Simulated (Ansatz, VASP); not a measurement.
**K: VASP beside Ansatz**

Contents of INCAR:

```
ALGO     = Normal         # electronic algorithm
EDIFF    = 1E-6           # SCF threshold, eV
ENCUT    = 520            # plane-wave cutoff, eV
GGA      = PE             # functional
ISIF     = 2              # what is computed and relaxed
ISMEAR   = -1             # smearing method
LASPH    = T              # aspherical terms in the spheres
LCHARG   = F              # write CHGCAR
LREAL    = F              # projectors in reciprocal space
LWAVE    = F              # write WAVECAR
NBANDS   = 10             # bands
NELM     = 100            # most SCF steps
PREC     = Accurate       # precision mode
SIGMA    = 0.1            # smearing width, eV
```

The input KPOINTS:

```
k-points
0
Gamma
  12 12 12
```

File POSCAR:

```
K
1.0
    4.1166926035      0.0000000000      0.0000000000
    0.0000000000      4.1166926035      0.0000000000
    0.0000000000      0.0000000000      4.1166926035
K
1
Direct
    0.0000000000      0.0000000000      0.0000000000
```

Input for Ansatz:

```yaml
crystal:
  lattice:
    - [4.1166926035, 0.0, 0.0]
    - [0.0, 4.1166926035, 0.0]
    - [0.0, 0.0, 4.1166926035]
  atoms:
    - { symbol: K, position: [0.0, 0.0, 0.0] }
hamiltonian:
  xc: pbe
  pseudopotentials:
    kind: paw
    azcp:
      K: "pseudopotentials/K.paw.azcp"
basis:
  ecutwfc: 420
  fft_grid_basis: typed
kpoints:
  mp_grid: { grid: [12, 12, 12], shift: [0, 0, 0] }
magnetization:
  spin_polarized: false
scf:
  occupations: { method: fermi_dirac, width: 0.1 }
output:
  stress: true
```

Alike in both runs: task single point; functional PBE; k mesh 12 × 12 × 12; occupations fermi-dirac, width 0.1 eV; no spin polarisation.

```csv
,VASP,Ansatz
version,VASP 6.6.1,Ansatz 0.2.0
potentials or method,"VASP PAW PBE potentials, release 64 (K_sv), cutoff 520 eV","plane waves (420 eV) with PAW, scalar-relativistic"
valence electrons in the cell,9,9
```

```tsv
	VASP	Ansatz	Ansatz less VASP
pressure (GPa)	0.4	0.5	+0.01
```
